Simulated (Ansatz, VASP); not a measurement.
## Pb: VASP beside Ansatz

```
CELL_PARAMETERS angstrom
0.00000 2.47502 2.47502
2.47502 0.00000 2.47502
2.47502 2.47502 0.00000
ATOMIC_POSITIONS crystal
Pb 0.00000 0.00000 0.00000
```

Alike in both runs: task relaxation of cell and atoms; functional RPBE; dispersion D3(BJ); k mesh 9 × 9 × 9; occupations fermi-dirac, width 0.05 eV; no spin polarisation.

|  | VASP | Ansatz |
| --- | --- | --- |
| version | VASP 6.6.1 | Ansatz 0.2.0 |
| potentials or method | VASP PAW PBE potentials, release 64 (Pb_d), cutoff 600 eV | all-electron LAPW, scalar-relativistic |

```tsv
	VASP	Ansatz	Ansatz less VASP
relaxed volume (Å³/atom)	22.90	22.91	+0.007
relaxed cell length with the largest relative difference (Å)	3.187	3.188	+0.0003
```

VASP's potentials were made for PBE, not for RPBE. Ansatz ran all-electron here, and VASP with PAW potentials.

Neither program's run includes spin-orbit coupling. Noted on VASP's run: the volume moved by over 15 % at a fixed basis, so the end points are rough. Noted on Ansatz's run: the volume moved by over 15 % at a fixed basis, so the end points are rough.
